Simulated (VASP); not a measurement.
Write the native input for VASP 6.6.1 that does the following.

```
Task                   : single point
Functional             : PBE
Dispersion             : D3(BJ)
Potentials or basis    : VASP PAW PBE potentials, release 64 (Ti_sv, O_h)
Cutoff                 : 1340 eV
k mesh                 : 9 × 9 × 9
Occupations            : gaussian, width 0.05 eV
Spin                   : no spin polarisation
Hubbard terms          : Ti d U = 4.0 eV
Dipole correction      : no
Further INCAR settings : ALGO = Normal; EDIFF = 1e-06; NBANDS = 19
```

The structure of TiO2 lies in POSCAR:

```
TiO2
1.0
    1.5742500000      0.9088936613      4.5427333333
   -1.5742500000      0.9088936613      4.5427333333
    0.0000000000     -1.8177873226      4.5427333333
Ti O
1 2
Direct
    0.0000000000      0.0000000000      0.0000000000
    0.6017580785      0.6017580785      0.6017580785
    0.3982419215      0.3982419215      0.3982419215
```

These files were run (other wordings do the same):

INCAR

```
PREC     = Accurate       # precision mode
ENCUT    = 1340           # plane-wave cutoff, eV
EDIFF    = 1E-6           # SCF threshold, eV
ISMEAR   = 0              # smearing method
SIGMA    = 0.05           # smearing width, eV
LREAL    = F              # projectors in reciprocal space
LASPH    = T              # aspherical terms in the spheres
NELM     = 200            # most SCF steps
ALGO     = Normal         # electronic algorithm
ISIF     = 2              # what is computed and relaxed
LWAVE    = F              # write WAVECAR
LCHARG   = F              # write CHGCAR
LMAXMIX  = 4              # l up to which the mixer works
LDAU     = T              # DFT+U
LDAUTYPE = 2            
LDAUL    = 2 -1           # shell
LDAUU    = 4 0            # U, eV
LDAUJ    = 0 0          
LDAUPRINT= 1            
GGA      = PE             # functional
IVDW     = 12             # dispersion correction
NBANDS   = 19             # bands
GGA_COMPAT= F
```

KPOINTS

```
Automatic mesh
0
Gamma
  9 9 9
```

Potentials or basis: VASP PAW PBE potentials, release 64 (Ti_sv, O_h).

Command:

```console
$ cat potpaw_PBE.64/Ti_sv/POTCAR potpaw_PBE.64/O_h/POTCAR > POTCAR
$ mpirun -np 1 vasp_std > vasp.out
```

It gave:

```yaml
Pressure: -7.1 GPa
Largest_force: 0.353 eV/Å
Band_gap_on_the_k_mesh: 2.56 eV (least direct gap 2.81 eV)
Dispersion_energy_per_atom: -0.192 eV
```

Caveat: the stress differs along the axes, from -13 to 6 GPa.

Wall time 7.1 min on 1 thread of AMD EPYC 9R14 (Zen 4) (shared host), peak memory 0.58 GiB.
